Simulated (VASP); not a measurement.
**Ga2BSb3: relaxation of cell and atoms with PBE**

Ga2BSb3:

```
Ga B Sb
1.0
     4.47623    0.00000    0.00000
    -2.23812    3.87653    0.00000
     0.00000    0.00000    9.03486
Ga B Sb
2 1 3
Direct
  0.66667 0.33333 0.24941
  0.66667 0.33333 0.75059
  0.00000 0.00000 0.00000
  0.00000 0.00000 0.50000
  0.33333 0.66667 0.00000
  0.33333 0.66667 0.50000
```

The cell was built from a structure type or drawn by symmetry, and may not be a known phase.

| Item | Value |
| --- | --- |
| Program | VASP 6.6.1 |
| Task | relaxation of cell and atoms |
| Functional | PBE |
| Potentials or basis | VASP PAW PBE potentials, release 64 (Ga_d, B, Sb) |
| Cutoff | 600 eV |
| k mesh | 6 × 6 × 2 |
| Occupations | gaussian, width 0.1 eV |
| Spin | no spin polarisation |
| Dipole correction | no |
| Further INCAR settings | ALGO = Normal; EDIFF = 1e-06; IBRION = 2; EDIFFG = -0.04; NSW = 90; ISIF = 3 |

The relaxed volume is 22.81 Å³/atom, the relaxed cell is a = 5.014 Å, b = 5.014 Å, c = 6.287 Å, α = 90.00°, β = 90.00°, γ = 120.00° and the space group after relaxing (to 0.1 Å) is P-6m2 (No. 187). The pressure after relaxing is 0.1 GPa and the largest force after relaxing is 0.026 eV/Å.

Forces in eV/Å, atoms in the order of the input:
```
Ga   0.000  0.000 -0.026
Ga   0.000  0.000  0.026
B    0.000  0.000  0.000
Sb   0.000  0.000  0.000
Sb   0.000  0.000  0.000
Sb   0.000  0.000  0.000
```

Final structure:
```xyz
6
Lattice="5.0141 0.0000 0.0000 -2.5070 4.3423 0.0000 0.0000 0.0000 6.2871" Properties=species:S:1:pos:R:3 pbc="T T T"
Ga    2.5070    1.4474    1.4622
Ga    2.5070    1.4474    4.8249
B     0.0000    0.0000    6.2871
Sb    0.0000    0.0000    3.1436
Sb    0.0000    2.8949    0.0000
Sb    0.0000    2.8949    3.1436
```

Levels at points of the mesh, in eV from the Fermi level:
| k point | band 20 | band 21 | band 22 | band 23 | band 24 | band 25 |
| --- | --- | --- | --- | --- | --- | --- |
| (0.00, 0.00, 0.00) | -1.84 | -1.03 | -1.03 | -0.87 | -0.10 | 0.53 |
| (0.50, 0.00, 0.00) | -2.06 | -1.49 | 1.21 | 1.34 | 1.91 | 2.92 |
| (0.00, 0.00, 0.50) | -1.84 | -1.84 | -1.04 | -0.91 | -0.91 | -0.52 |
| (0.50, 0.00, 0.50) | -0.98 | -0.35 | -0.13 | 1.90 | 1.94 | 2.62 |

It took 28 min on 1 thread of Intel Xeon 8259CL (shared host), peak memory 0.37 GiB.

Caveat: the highest band is partly filled, so the run has too few bands; a cell axis changed by over 15 % at a fixed basis, so the end point is rough; spin-orbit coupling is left out, which moves the levels of the heavy elements.
